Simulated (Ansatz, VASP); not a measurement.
## Ga15As16Pb in VASP and in Ansatz

```
CELL_PARAMETERS angstrom
-5.74598 -5.74598 5.74598
5.74598 5.74598 5.74598
-5.74598 5.74598 -5.74598
ATOMIC_POSITIONS crystal
Pb 0.25000 0.50000 0.25000
Ga 0.50255 0.50000 0.99569
Ga 0.25000 0.75255 0.99569
Ga 0.75000 0.50000 0.75000
Ga 0.50431 0.75431 0.75686
Ga 0.25000 0.00000 0.75000
Ga 0.99569 0.50000 0.50255
Ga 0.75686 0.75431 0.50431
Ga 0.50431 0.00686 0.50431
Ga 0.25000 0.24569 0.50255
Ga 0.99569 0.75255 0.25000
Ga 0.75000 0.00000 0.25000
Ga 0.50255 0.24569 0.25000
Ga 0.99745 0.99314 0.99745
Ga 0.74314 0.24745 0.99745
Ga 0.99745 0.24745 0.74314
As 0.97483 0.22483 0.97483
As 0.25000 0.24864 0.75185
As 0.99864 0.50000 0.75185
As 0.50136 0.25322 0.50136
As 0.25000 0.50000 0.52517
As 0.00322 0.75136 0.50136
As 0.75185 0.24864 0.25000
As 0.52517 0.50000 0.25000
As 0.25000 0.77517 0.25000
As 0.99864 0.00185 0.25000
As 0.75185 0.50000 0.99864
As 0.50136 0.75136 0.00322
As 0.25000 0.00185 0.99864
As 0.74815 0.74678 0.74815
As 0.49678 0.99815 0.74815
As 0.74815 0.99815 0.49678
```

Alike in both runs: functional PBE; k mesh 3 × 3 × 3; occupations gaussian, width 0.05 eV; no spin polarisation.

Ansatz relaxed the structure, and its values are those at the end. VASP's run is a single point on that final structure, the one shown.

|  | VASP | Ansatz |
| --- | --- | --- |
| version | VASP 6.6.1 | Ansatz 0.2.0 |
| potentials or method | VASP PAW PBE potentials, release 64 (Pb_d, Ga_d, As), cutoff 400 eV | scalar-relativistic, plane waves, PAW |
| valence electrons in the cell | 289 | 449 |

```tsv
	VASP	Ansatz	Ansatz less VASP
gap on the k mesh at the Fermi level (eV)	none	none	-
rms of the force components (eV/Å)	0.013	0.012	-0.0010
```

A gap of «none» marks a metal or a gap that the smearing closes. VASP's potentials hold 289 valence electrons a cell and Ansatz's 449, so a difference there can come from the potentials and not from the codes.

Spin-orbit coupling is off throughout.
